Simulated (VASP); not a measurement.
Input of a VASP 6.6.1 run:

The input INCAR:

```
SYSTEM = GaBSb2
  ALGO = Normal
  EDIFF = 1E-6
  ENCUT = 520
  GGA = PE
  ISIF = 2
  ISMEAR = -1
  LASPH = .TRUE.
  LCHARG = .FALSE.
  LREAL = .FALSE.
  LWAVE = .FALSE.
  NBANDS = 21
  NELM = 80
  PREC = Accurate
  SIGMA = 0.02
```

Contents of KPOINTS:

```
k-points
0
G
  6 6 4
  0 0 0
```

Contents of POSCAR:

```
GaBSb2
1.0
    4.0215371916      0.0000000000      0.0000000000
    0.0000000000      4.0215371916      0.0000000000
    0.0000000000      0.0000000000      5.8605490783
B Sb Ga
1 2 1
Direct
    0.0000000000      0.0000000000      0.0000000000
    0.0000000000      0.5000000000      0.2147629553
    0.5000000000      0.0000000000      0.7852370447
    0.5000000000      0.5000000000      0.5000000000
```

Potentials or basis: VASP PAW PBE potentials, release 64 (B, Sb, Ga_d).

Launch:

```sh
$ cat potpaw_PBE.64/B/POTCAR potpaw_PBE.64/Sb/POTCAR potpaw_PBE.64/Ga_d/POTCAR > POTCAR
$ mpirun -np 1 vasp_std > vasp.out
```

**Question.** Estimate the largest force.

**Answer.** 0.017 eV/Å.

**Question.** Estimate the band gap on the k mesh.

**Answer.** Zero (bands 13 and 14 overlap by 0.26 eV).

**Question.** Predict the pressure.

**Answer.** 0.2 GPa.

Forces in eV/Å, atoms in the order of the input:
```
B    0.000  0.000  0.000
Sb   0.000  0.000  0.017
Sb   0.000  0.000 -0.017
Ga   0.000  0.000  0.000
```

Caveat: semilocal functionals underestimate gaps, so a narrow gap can read as zero; spin-orbit coupling is left out, which moves the levels of the heavy elements.
